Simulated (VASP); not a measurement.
Runs of VASP 6.6.1 on ScAl. Symmetry: Pm-3m, No. 221, cubic system. Conventional cell: a = 3.370 Å, b = 3.370 Å, c = 3.370 Å, α = 90.00°, β = 90.00°, γ = 90.00°. Sc (site symmetry m-3m) has 8 Al at 2.92 Å and 6 Sc at 3.37 Å within 3.8 Å. Within 3.8 Å of Al (site symmetry m-3m) lie 8 Sc at 2.92 Å and 6 Al at 3.37 Å. 

```csv
k mesh,smearing,gap on the mesh (eV),pressure (GPa)
1 × 1 × 1,gaussian 0.1 eV,-,(a)
12 × 12 × 12,gaussian 0.1 eV,none,0.1
12 × 12 × 12,gaussian 0.2 eV,none,0.2
4 × 4 × 4,gaussian 0.1 eV,none,0.5
2 × 2 × 2,gaussian 0.1 eV,none,-0.3
12 × 12 × 12,gaussian 0.05 eV,none,0.1
"10 × 10 × 10, shifted",gaussian 0.1 eV,none,0.1
8 × 8 × 8,gaussian 0.1 eV,none,0.1
```

Alike in all rows: task single point; level r2SCAN; potentials or basis VASP PAW PBE potentials, release 64 (Sc_sv, Al); no spin polarisation; cell as given; cutoff (eV) 520.

Q: Fill in the values left out.

A: (a) -31.2.

Caveats: some runs use coarse meshes; the PAW data sets were made with another functional, which shifts forces and pressure a little.

A gap of «none» marks levels without a gap at the run's occupations.
